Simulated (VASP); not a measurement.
# Mg (P6/mmm) in VASP: notebook

Mg is run at these levels: PBE; tasks: single point, relaxation of cell and atoms.

Program: VASP 6.6.1. These are calculated values, not measurements. Logs are shortened: lines on timing, memory, paths and dates and some standing lists are left out, and cuts for length are marked.

## (1) The cell of the first run

The structure is hexagonal, space group P6/mmm (No. 191). Conventional cell: a = 5.302 Å, b = 5.302 Å, c = 3.215 Å, α = 90.00°, β = 90.00°, γ = 120.00°. Mg (site symmetry 6/mmm) has 14 Mg at 3.22 to 3.46 Å within 4.2 Å. Mg (site symmetry -6m2) has 11 Mg at 3.06 to 3.46 Å within 4.0 Å.

## (2) Single point, PBE (volume scaled by 1.12)

Contents of INCAR:

```
SYSTEM = Mg
  PREC = Accurate
  ENCUT = 520
  EDIFF = 1E-6
  ISMEAR = -1
  SIGMA = 0.1
  LREAL = .False.
  LASPH = .True.
  NELM = 60
  ALGO = Normal
  ISIF = 2
  LWAVE = .False.
  LCHARG = .False.
  GGA = PE
  NBANDS = 10
```

Contents of KPOINTS:

```
regular mesh
0
Gamma
  8 8 11
  0 0 0
```

Contents of POSCAR:

```
Mg
1.0
    5.3023326272      0.0000000000      0.0000000000
   -2.6511663136      4.5919547545      0.0000000000
    0.0000000000      0.0000000000      3.2150571464
Mg
3
Direct
    0.0000000000      0.0000000000      0.0000000000
    0.3333333333      0.6666666667      0.5000000000
    0.6666666667      0.3333333333      0.5000000000
```

Potentials or basis: VASP PAW PBE potentials, release 64 (Mg).

On the command line:

```sh
> cat potpaw_PBE.64/Mg/POTCAR > POTCAR
> mpirun -np 1 vasp_std > vasp.out
```

OUTCAR:

```text
SYSTEM = Mg
   PREC = Accurate
   ENCUT = 520
   EDIFF = 1E-6
   ISMEAR = -1
   LREAL = .False.
   LASPH = .True.
   NELM = 60
   ISIF = 2
   GGA = PE

 ion  position               nearest neighbor table
   1  0.000  0.000  0.000-   2 3.46   3 3.46   2 3.46   3 3.46   3 3.46   3 3.46   2 3.46   2 3.46
                             3 3.46   3 3.46   2 3.46   2 3.46
   2  0.333  0.667  0.500-   3 3.06   3 3.06   3 3.06   1 3.46   1 3.46   1 3.46   1 3.46   1 3.46
                             1 3.46
   3  0.667  0.333  0.500-   2 3.06   2 3.06   2 3.06   1 3.46   1 3.46   1 3.46   1 3.46   1 3.46
                             1 3.46

  LATTYP: Found a hexagonal cell.
 ALAT       =     5.3023326272
 C/A-ratio  =     0.6063476912

  Lattice vectors:

 A1 = (   5.3023326272,   0.0000000000,   0.0000000000)
 A2 = (  -2.6511663136,   4.5919547545,   0.0000000000)
 A3 = (   0.0000000000,   0.0000000000,   3.2150571464)

Analysis of symmetry for initial positions (statically):
=====================================================================
 Subroutine PRICEL returns:
 Original cell was already a primitive cell.

 Routine SETGRP: Setting up the symmetry group for a
 hexagonal supercell.

 Subroutine GETGRP returns: Found 24 space group operations
 (whereof 24 operations were pure point group operations)
 out of a pool of 24 trial point group operations.

The static configuration has the point symmetry D_6h.

Analysis of symmetry for dynamics (positions and initial velocities):
=====================================================================
 Subroutine PRICEL returns:
 Original cell was already a primitive cell.

 Routine SETGRP: Setting up the symmetry group for a
 hexagonal supercell.

 Subroutine GETGRP returns: Found 24 space group operations
 (whereof 24 operations were pure point group operations)
 out of a pool of 24 trial point group operations.

The dynamic configuration has the point symmetry D_6h.

 Subroutine INISYM returns: Found 24 space group operations
 (whereof 24 operations are pure point group operations),
 and found     1 'primitive' translations

----------------------------------------------------------------------------------------

                                     Primitive cell

  volume of cell :      78.2804

  direct lattice vectors                    reciprocal lattice vectors
     5.302332627  0.000000000  0.000000000     0.188596241  0.108886090  0.000000000
    -2.651166314  4.591954754  0.000000000     0.000000000  0.217772181  0.000000000
     0.000000000  0.000000000  3.215057146     0.000000000  0.000000000  0.311036462

  length of vectors
     5.302332627  5.302332627  3.215057146     0.217772181  0.217772181  0.311036462

  position of ions in fractional coordinates (direct lattice)
     0.000000000  0.000000000  0.000000000
     0.333333333  0.666666667  0.500000000
     0.666666667  0.333333333  0.500000000

  ion indices of the primitive-cell ions
   primitive index   ion index
                 1           1
                 2           2
                 3           3

----------------------------------------------------------------------------------------

 KPOINTS: regular mesh

Automatic generation of k-mesh.
 Grid dimensions read from file:
 generate k-points for:    8    8   11

 Generating k-lattice:

  Cartesian coordinates                     Fractional coordinates (reciprocal lattice)
     0.023574530  0.013610761  0.000000000     0.125000000  0.000000000  0.000000000
     0.000000000  0.027221523  0.000000000     0.000000000  0.125000000  0.000000000
     0.000000000  0.000000000  0.028276042     0.000000000  0.000000000  0.090909091

  Length of vectors
     0.027221523  0.027221523  0.028276042

  Shift w.r.t. Gamma in fractional coordinates (k-lattice)
     0.000000000  0.000000000  0.000000000

 Subroutine IBZKPT returns following result:
 ===========================================

 Found     60 irreducible k-points:

 Following reciprocal coordinates:
            Coordinates               Weight
  0.000000  0.000000  0.000000      1.000000
  0.125000  0.000000  0.000000      6.000000
  0.250000  0.000000  0.000000      6.000000
  0.375000  0.000000  0.000000      6.000000
  0.500000  0.000000  0.000000      3.000000
  0.125000  0.125000  0.000000      6.000000
[... 16 lines left out ...]
  0.250000  0.000000  0.181818     12.000000
  0.375000  0.000000  0.181818     12.000000
 [... further k-points ...]
   k-points           NKPTS =     60   k-points in BZ     NKDIM =     60   number of bands    NBANDS=     10
   number of dos      NEDOS =    301   number of ions     NIONS =      3
   total plane-waves  NPLWV =  38400
   dimension x,y,z NGX =    40 NGY =   40 NGZ =   24
   dimension x,y,z NGXF=    80 NGYF=   80 NGZF=   48
   ions per type =               3
   NGX,Y,Z   is equivalent  to a cutoff of  12.54, 12.54, 12.41 a.u.
   NGXF,Y,Z  is equivalent  to a cutoff of  25.08, 25.08, 24.82 a.u.
 SYSTEM =  Mg
   PREC   = accura    normal or accurate (medium, high low for compatibility)
   ISTART =      0    job   : 0-new  1-cont  2-samecut
   ICHARG =      2    charge: 1-file 2-atom 10-const
   ISPIN  =      1    spin polarized calculation?
   LNONCOLLINEAR =      F non collinear calculations
   LSORBIT =      F    spin-orbit coupling
   LASPH  =      T    aspherical Exc in radial PAW
   ENCUT  =  520.0 eV  38.22 Ry    6.18 a.u.   9.86  9.86  5.98*2*pi/ulx,y,z
   NELM   =     60;   NELMIN=  2; NELMDL= -5     # of ELM steps
   EDIFF  = 0.1E-05   stopping-criterion for ELM
   LREAL  =      F    real-space projection
   EDIFFG = 0.1E-04   stopping-criterion for IOM
   NSW    =      0    number of steps for IOM
   IBRION =     -1    ionic relax: 0-MD 1-quasi-New 2-CG
   NFREE  =      0    steps in history (QN), initial steepest desc. (CG)
   ISIF   =      2    stress and relaxation
   ISYM   =      2    0-nonsym 1-usesym 2-fastsym
   POTIM  = 0.5000    time-step for ionic-motion
   TEBEG  =    0.0;   TEEND  =   0.0 temperature during run
   PSTRESS=    0.0 pullay stress
   NELECT =       6.0000    total number of electrons
   NUPDOWN=      -1.0000    fix difference up-down
   EMIN   =  10.00;   EMAX   =-10.00  energy-range for DOS
   EFERMI =   0.00;   METHOD = LEGACY
   ISMEAR =    -1;   SIGMA  =   0.10  broadening in eV -4-tet -1-fermi 0-gaus
   EFERMI_NEDOS =   21; number of points for ismear=-14 and -15
   IALGO  =     38    algorithm
   IMIX   =      4    mixing-type and parameters
     AMIX     =   0.40;   BMIX     =  1.00
     AMIX_MAG =   1.60;   BMIX_MAG =  1.00
  volume/ion in A,a.u.               =      26.09       176.09
  Fermi-wavevector in a.u.,A,eV,Ry     =   0.695410  1.314134  6.579707  0.483595
  Thomas-Fermi vector in A             =   1.778174
   LORBIT       =      0    0 simple, 1 ext, 2 COOP (PROOUT), +10 PAW based schemes
   GGA     = PE    functional components
   LHFCALC =     F    Hartree Fock is set to
   AEXX    =    0.0000 exact exchange contribution
   IVDW    =     0    specifies the selected vdW correction
   LEPSILON=     F    determine dielectric tensor
   LRPA    =     F    only Hartree local field effects (RPA)
 non-spin polarized calculation
  energy-cutoff  :      520.00
  volume of cell :       78.28
 maximum number of plane-waves:      2124
 NGX is ok and might be reduce to    40
   NGX = 19   NGY = 19   NGZ = 11

 number of electron       6.0000000 magnetization

 Free energy of the ion-electron system (eV)
  ---------------------------------------------------
  ext. energy  EPLUGINS =         0.00000000
  ---------------------------------------------------
  free energy    TOTEN  =        -4.27798155 eV

  energy without entropy =       -4.23285253  energy(sigma->0) =       -4.25541704

 E-fermi :   2.0207     XC(G=0):  -8.1031

 val. band max:        1.9923151005   @ k =   0.1250   0.0000   0.0000
 cond. band min:       2.0290134795   @ k =   0.3750   0.2500   0.4545
 fundamental gap:      0.0366983789
 Fermi energy:         2.0207466229

 k-point     1 :       0.0000    0.0000    0.0000
  band No.  band energies     occupation
      1      -4.4005      2.00000
      2       2.3050      0.11013
      3       2.3050      0.11013
      4       2.3612      0.06433
      5       2.3612      0.06433
      6       3.0235      0.00009
      7       3.0683      0.00006
      8       9.2943      0.00000
      9       9.8018      0.00000
     10      14.4382      0.00000

 k-point     2 :       0.1250    0.0000    0.0000
  band No.  band energies     occupation
      1      -4.2887      2.00000
      2       0.9350      1.99996
      3       1.6088      1.96802
      4       1.9923      1.14121
      5       3.2653      0.00001
      6       3.8120      0.00000
      7       4.4095      0.00000
      8       9.3894      0.00000
      9       9.8842      0.00000
     10      13.0574      0.00000

 k-point     3 :       0.2500    0.0000    0.0000
  band No.  band energies     occupation
      1      -3.9541      2.00000
      2      -0.4481      2.00000
      3       1.0926      1.99981
      4       1.4645      1.99235
      5       4.4052      0.00000
      6       4.9513      0.00000
      7       6.3447      0.00000
      8       9.6752      0.00000
      9      10.0460      0.00000
     10      11.0031      0.00000
[... 248 lines left out ...]
 k-point    23 :       0.2500    0.0000    0.1818
  band No.  band energies     occupation
      1      -3.4753      2.00000
      2       0.0151      2.00000
      3       1.5369      1.98428
      4       1.9302      1.42421
      5       4.8493      0.00000
      6       5.1309      0.00000
      7       5.7115      0.00000
      8       6.8078      0.00000
      9       8.9016      0.00000
     10      10.1600      0.00000

 k-point    24 :       0.3750    0.0000    0.1818
  band No.  band energies     occupation
      1      -2.9221      2.00000
      2      -1.1709      2.00000
      3       1.2272      1.99928
      4       1.6084      1.96814
      5       5.8669      0.00000
      6       6.1939      0.00000
      7       6.7253      0.00000
      8       7.6247      0.00000
      9       9.0586      0.00000
     10       9.3894      0.00000

 [... further k-points ...]

------------------------ aborting loop because EDIFF is reached ----------------------------------------

  FORCE on cell =-STRESS in cart. coord.  units (eV):
  Direction    XX          YY          ZZ          XY          YZ          ZX
  --------------------------------------------------------------------------------------
  -------------------------------------------------------------------------------------
  Total       -1.6280241     -1.6280241     -1.4094124      0.0000000      0.0000000     -0.0000000
  in kB      -33.3210089    -33.3210089    -28.8466507      0.0000000      0.0000000     -0.0000000
  external PRESSURE =     -31.8295561 kB  Pullay stress =       0.0000000 kB

 VOLUME and BASIS-vectors are now :
 -----------------------------------------------------------------------------
  energy-cutoff  :      520.00
  volume of cell :       78.28
      direct lattice vectors                 reciprocal lattice vectors
     5.302332627  0.000000000  0.000000000     0.188596241  0.108886090  0.000000000
    -2.651166314  4.591954754  0.000000000     0.000000000  0.217772181  0.000000000
     0.000000000  0.000000000  3.215057146     0.000000000  0.000000000  0.311036462

 POSITION                                       TOTAL-FORCE (eV/Angst)
 -----------------------------------------------------------------------------------
      0.00000      0.00000      0.00000         0.000000      0.000000      0.000000
     -0.00000      3.06130      1.60753        -0.000000      0.000000     -0.000000
      2.65117      1.53065      1.60753         0.000000     -0.000000      0.000000
 -----------------------------------------------------------------------------------
    total drift:                                0.000000     -0.000000      0.000000

  FREE ENERGIE OF THE ION-ELECTRON SYSTEM (eV)
  ---------------------------------------------------
  free  energy   TOTEN  =        -4.2779815451 eV

  energy  without entropy=       -4.2328525293  energy(sigma->0) =       -4.25541704
```

Wall time 18 s (1 thread of Intel Xeon 6975P-C (Granite Rapids), shared host); peak memory 0.2 GiB.

What came out:

```
Free energy            : -4.2780 eV
Pressure               : -3.2 GPa
Band gap on the k mesh : zero (band 3 reaches 4.96 eV, above the bottom of band 4 at 1.03 eV)
```

Levels at points of the mesh, in eV from the Fermi level:
| k point | band 1 | band 2 | band 3 | band 4 | band 5 | band 6 | band 7 | band 8 |
| --- | --- | --- | --- | --- | --- | --- | --- | --- |
| (0.00, 0.00, 0.00) | -6.42 | 0.28 | 0.28 | 0.34 | 0.34 | 1.00 | 1.05 | 7.27 |
| (0.50, 0.00, 0.00) | -4.65 | -4.64 | -1.34 | -0.99 | 5.23 | 5.35 | 5.73 | 5.75 |

[end of part 1 of 2]
